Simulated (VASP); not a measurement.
## ZnS4: single point with r2SCAN

Crystal: ZnS4.

```
Zn S
1.0
     3.20763   -2.40568   -0.01497
     3.20763    2.40568   -0.01497
    -2.24639    0.00000    7.16707
Zn S
1 4
Direct
  0.03181 0.96819 0.00000
  0.43937 0.00311 0.82287
  0.66162 0.63169 0.59303
  0.99689 0.56063 0.17713
  0.36831 0.33838 0.40697
```

```
Program                : VASP 6.6.1
Task                   : single point
Functional             : r2SCAN
Potentials or basis    : VASP PAW PBE potentials, release 64 (Zn, S)
Cutoff                 : 520 eV
k mesh                 : 8 × 8 × 4
Occupations            : gaussian, width 0.02 eV
Spin                   : no spin polarisation
Dipole correction      : no
Further INCAR settings : ALGO = Normal; EDIFF = 1e-06; NBANDS = 26
```

The pressure is -2.2 GPa. The largest force is 0.329 eV/Å and the band gap on the k mesh is 1.73 eV, indirect (least direct gap 1.89 eV).

Forces on the atoms (eV/Å):
```
Zn   0.000  0.047  0.000
S   -0.040 -0.158 -0.083
S   -0.283  0.134 -0.102
S    0.040 -0.158  0.083
S    0.283  0.134  0.102
```

Stress tensor (GPa, compression positive):
```
-2.24  0.00 -0.58
 0.00 -1.60  0.00
-0.58  0.00 -2.64
```

Levels at points of the mesh, in eV from the valence-band top:
```
           k point  band 15  band 16  band 17  band 18  band 19  band 20  band 21  band 22
(0.00, 0.00, 0.00)    -1.93    -1.64    -1.15    -0.85     1.82     2.47     3.69     4.04
(0.50, 0.00, 0.00)    -2.18    -1.25    -0.92    -0.17     1.99     3.31     3.73     4.52
(0.50, 0.50, 0.00)    -2.76    -2.53    -1.20    -0.46     2.96     3.03     4.36     4.82
(0.00, 0.00, 0.50)    -1.75    -1.28    -1.06    -0.16     1.73     2.43     2.67     4.50
(0.50, 0.00, 0.50)    -2.26    -1.82    -0.70    -0.02     2.65     2.81     3.07     5.44
(0.50, 0.50, 0.50)    -2.22    -1.77    -1.37    -0.83     2.14     2.54     3.51     5.55
```

It took 7.2 min on 1 thread of Intel(R) Xeon(R) Platinum 8488C (Sapphire Rapids), with other jobs on the host, peak memory 0.35 GiB.

Caveat: the PAW data sets were made with another functional, which shifts forces and pressure a little. A k mesh can miss the band edges.
